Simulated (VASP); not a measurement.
# SnSe (Fm-3m) in VASP: further runs, part 2 of 2

VASP 6.6.1.

### 4 Single point, PBEsol

The input, INCAR:

```
SYSTEM = SnSe
PREC = Accurate
ENCUT = 520
EDIFF = 1E-6
ISMEAR = -1
SIGMA = 0.05
LREAL = .FALSE.
LASPH = .TRUE.
NELM = 80
ALGO = Normal
ISIF = 2
LWAVE = .FALSE.
LCHARG = .FALSE.
GGA = PS
NBANDS = 17
```

The input, KPOINTS:

```
regular mesh
0
G
  11 11 11
  0 0 0
```

The input, POSCAR:

```
SnSe
1.0
    0.0000000000      3.0104337128      3.0104337128
    3.0104337128      0.0000000000      3.0104337128
    3.0104337128      3.0104337128      0.0000000000
Sn Se
1 1
Direct
    0.0000000000      0.0000000000      0.0000000000
    0.5000000000      0.5000000000      0.5000000000
```

Potentials or basis: VASP PAW PBE potentials, release 64 (Sn_d, Se).

Started as:

```bash
> cat potpaw_PBE.64/Sn_d/POTCAR potpaw_PBE.64/Se/POTCAR > POTCAR
> mpirun -np 1 vasp_std > vasp.out
```

OUTCAR:

```text
SYSTEM = SnSe
   PREC = Accurate
   ENCUT = 520
   EDIFF = 1E-6
   ISMEAR = -1
   LREAL = .FALSE.
   LASPH = .TRUE.
   NELM = 80
   ISIF = 2
   GGA = PS

 ion  position               nearest neighbor table
   1  0.000  0.000  0.000-   2 3.01   2 3.01   2 3.01   2 3.01   2 3.01   2 3.01
   2  0.500  0.500  0.500-   1 3.01   1 3.01   1 3.01   1 3.01   1 3.01   1 3.01

  LATTYP: Found a face centered cubic cell.
 ALAT       =     6.0208674256

  Lattice vectors:

 A1 = (   0.0000000000,   3.0104337128,   3.0104337128)
 A2 = (   3.0104337128,   0.0000000000,   3.0104337128)
 A3 = (   3.0104337128,   3.0104337128,   0.0000000000)

Analysis of symmetry for initial positions (statically):
=====================================================================
 Subroutine PRICEL returns:
 Original cell was already a primitive cell.

 Routine SETGRP: Setting up the symmetry group for a
 face centered cubic supercell.

 Subroutine GETGRP returns: Found 48 space group operations
 (whereof 48 operations were pure point group operations)
 out of a pool of 48 trial point group operations.

The static configuration has the point symmetry O_h .

Analysis of symmetry for dynamics (positions and initial velocities):
=====================================================================
 Subroutine PRICEL returns:
 Original cell was already a primitive cell.

 Routine SETGRP: Setting up the symmetry group for a
 face centered cubic supercell.

 Subroutine GETGRP returns: Found 48 space group operations
 (whereof 48 operations were pure point group operations)
 out of a pool of 48 trial point group operations.

The dynamic configuration has the point symmetry O_h .

 Subroutine INISYM returns: Found 48 space group operations
 (whereof 48 operations are pure point group operations),
 and found     1 'primitive' translations

----------------------------------------------------------------------------------------

                                     Primitive cell
[... 109 lines left out ...]
   IMIX   =      4    mixing-type and parameters
     AMIX     =   0.40;   BMIX     =  1.00
     AMIX_MAG =   1.60;   BMIX_MAG =  1.00
  volume/ion in A,a.u.               =      27.28       184.11
  Fermi-wavevector in a.u.,A,eV,Ry     =   1.171599  2.214002 18.675967  1.372645
  Thomas-Fermi vector in A             =   2.308041
   LORBIT       =      0    0 simple, 1 ext, 2 COOP (PROOUT), +10 PAW based schemes
   GGA     = PS    functional components
   LHFCALC =     F    Hartree Fock is set to
   AEXX    =    0.0000 exact exchange contribution
   IVDW    =     0    specifies the selected vdW correction
   LEPSILON=     F    determine dielectric tensor
   LRPA    =     F    only Hartree local field effects (RPA)
 non-spin polarized calculation
  energy-cutoff  :      520.00
  volume of cell :       54.57
 maximum number of plane-waves:      1480
   NGX = 15   NGY = 15   NGZ = 15

 number of electron      20.0000005 magnetization

 Free energy of the ion-electron system (eV)
  ---------------------------------------------------
  ext. energy  EPLUGINS =         0.00000000
  ---------------------------------------------------
  free energy    TOTEN  =        -8.96579330 eV

  energy without entropy =       -8.96553412  energy(sigma->0) =       -8.96566371

 E-fermi :   5.6076     XC(G=0):  -9.7724

 val. band max:        5.3843897729   @ k =  -0.3636   0.0909   0.0000
 cond. band min:       5.8358506701   @ k =  -0.3636   0.0909   0.0000
 fundamental gap:      0.4514608972
 Fermi energy:         5.6075807169

 k-point     1 :       0.0000    0.0000    0.0000
  band No.  band energies     occupation
      1     -16.0455      2.00000
      2     -16.0455      2.00000
      3     -16.0455      2.00000
      4     -16.0446      2.00000
      5     -16.0446      2.00000
      6      -8.4320      2.00000
[... 457 lines left out ...]
      4     -16.0399      2.00000
      5     -16.0359      2.00000
      6      -7.8782      2.00000
[... 9 lines left out ...]
     16      14.3872      0.00000
     17      14.8360      0.00000

 [... further k-points ...]

------------------------ aborting loop because EDIFF is reached ----------------------------------------

  FORCE on cell =-STRESS in cart. coord.  units (eV):
  Direction    XX          YY          ZZ          XY          YZ          ZX
  --------------------------------------------------------------------------------------
  -------------------------------------------------------------------------------------
  Total       -0.6173621     -0.6173621     -0.6173621      0.0000000      0.0000000      0.0000000
  in kB      -18.1273104    -18.1273104    -18.1273104      0.0000000      0.0000000      0.0000000
  external PRESSURE =     -18.1273104 kB  Pullay stress =       0.0000000 kB

 VOLUME and BASIS-vectors are now :
 -----------------------------------------------------------------------------
  energy-cutoff  :      520.00
  volume of cell :       54.57
      direct lattice vectors                 reciprocal lattice vectors
     0.000000000  3.010433713  3.010433713    -0.166089025  0.166089025  0.166089025
     3.010433713  0.000000000  3.010433713     0.166089025 -0.166089025  0.166089025
     3.010433713  3.010433713  0.000000000     0.166089025  0.166089025 -0.166089025

 POSITION                                       TOTAL-FORCE (eV/Angst)
 -----------------------------------------------------------------------------------
      0.00000      0.00000      0.00000        -0.000000     -0.000000     -0.000000
      3.01043      3.01043      3.01043         0.000000      0.000000      0.000000
 -----------------------------------------------------------------------------------
    total drift:                                0.000000     -0.000000     -0.000000

  FREE ENERGIE OF THE ION-ELECTRON SYSTEM (eV)
  ---------------------------------------------------
  free  energy   TOTEN  =        -8.9657933029 eV

  energy  without entropy=       -8.9655341183  energy(sigma->0) =       -8.96566371
```

OSZICAR:

```text
N       E                     dE             d eps       ncg     rms          rms(c)
DAV:   1     0.133740417922E+03    0.13374E+03   -0.97538E+03  1914   0.143E+03
DAV:   2     0.376246430768E+01   -0.12998E+03   -0.12636E+03  2065   0.350E+02
DAV:   3    -0.880983169052E+01   -0.12572E+02   -0.12397E+02  2311   0.942E+01
DAV:   4    -0.913185720380E+01   -0.32203E+00   -0.32179E+00  2312   0.161E+01
DAV:   5    -0.914078275114E+01   -0.89255E-02   -0.89250E-02  2724   0.262E+00    0.298E+00
DAV:   6    -0.896982100566E+01    0.17096E+00   -0.41778E-01  2840   0.415E+00    0.176E+00
DAV:   7    -0.896582408387E+01    0.39969E-02   -0.68785E-02  2293   0.127E+00    0.853E-01
DAV:   8    -0.896595446743E+01   -0.13038E-03   -0.70580E-03  2397   0.719E-01    0.966E-02
DAV:   9    -0.896576580648E+01    0.18866E-03   -0.12532E-03  2763   0.266E-01    0.441E-02
DAV:  10    -0.896579172373E+01   -0.25917E-04   -0.11086E-04  2242   0.658E-02    0.806E-03
DAV:  11    -0.896579325726E+01   -0.15335E-05   -0.64741E-06  2599   0.200E-02    0.213E-03
DAV:  12    -0.896579330288E+01   -0.45618E-07   -0.26942E-07  1297   0.699E-03
   1 F= -.89657933E+01 E0= -.89656637E+01  d E =-.259185E-03
```

It took 30 s on 1 thread of Intel Xeon 6975P-C, shared host; peak memory 0.21 GiB.

What came out:

| Item | Value |
| --- | --- |
| Free energy | -8.9658 eV |
| Pressure | -1.8 GPa |

Levels at points of the mesh, in eV from the Fermi level:
```
           k point  band 8  band 9  band 10  band 11  band 12  band 13
(0.00, 0.00, 0.00)   -2.35   -2.35    -2.35     4.11     4.11     4.11
```

Caveat: this odd mesh misses L, where the gap lies, so gap, dielectric constants and Born charges aren't listed; the PAW data sets were made with another functional, which shifts forces and pressure a little; spin-orbit coupling is left out, which moves the levels of the heavy elements.

### 5 Single point, PBEsol, non-collinear spin, zero start, spin-orbit coupling

The input, INCAR:

```
PREC     = Accurate       # precision mode
ENCUT    = 520            # plane-wave cutoff, eV
EDIFF    = 1E-7           # SCF threshold, eV
ISMEAR   = -1             # smearing method
SIGMA    = 0.05           # smearing width, eV
LREAL    = False          # projectors in reciprocal space
LASPH    = True           # aspherical terms in the spheres
NELM     = 150            # most SCF steps
ALGO     = Normal         # electronic algorithm
ISIF     = 2              # what is computed and relaxed
LWAVE    = False          # write WAVECAR
LCHARG   = True           # write CHGCAR
MAGMOM   = 0 0 0 0 0 0    # initial moments
LORBIT   = 11             # projections on sites
LSORBIT  = True           # spin-orbit coupling
GGA_COMPAT= False        
LORBMOM  = True         
GGA      = PS             # functional
LVHAR    = True         
NBANDS   = 32             # bands
```

The input, KPOINTS:

```
regular mesh
0
Gamma
  11 11 11
```

POSCAR is that of step 4.

Started as:

```bash
> cat potpaw_PBE.64/Sn_d/POTCAR potpaw_PBE.64/Se/POTCAR > POTCAR
> mpirun -np 1 vasp_ncl > vasp.out
```

Wall time 3.2 min (1 thread of Intel Xeon 6975P-C, shared host); peak memory 0.39 GiB.

It converged, with:

```yaml
Free_energy: -9.0312 eV
Pressure: -1.8 GPa
Net_moment: 0.00 μB per cell
Valence_electrons_inside_the_program's_atomic_spheres: Sn 12.04; Se 3.78
```

Moments on the atoms (μB; x, y, z):
```
Sn  0.00 0.00 0.00
Se  0.00 0.00 0.00
```

Caveat: this odd mesh misses L, where the gap lies, so gap, dielectric constants and Born charges aren't listed; the PAW data sets were made with another functional, which shifts forces and pressure a little.

### 6 The runs side by side

```csv
level,spin,pressure (GPa)
PBE,off,1.0
PBEsol,off,-1.8
PBEsol,"non-collinear, zero start, SOC",-1.8
```

Alike in all rows: task single point; potentials or basis VASP PAW PBE potentials, release 64 (Sn_d, Se); cell as given; k mesh 11 × 11 × 11; cutoff (eV) 520; smearing fermi-dirac 0.05 eV.

The pressure there spans -1.8 GPa (PBEsol) to 1.0 GPa (PBE); a positive pressure means that this level wants a larger cell, a negative one a smaller.

Caveats: spin-orbit coupling is left out, which moves the levels of the heavy elements (some runs); the PAW data sets were made with another functional, which shifts forces and pressure a little (some runs).

Absolute energies hang on the potentials; compare differences alone.
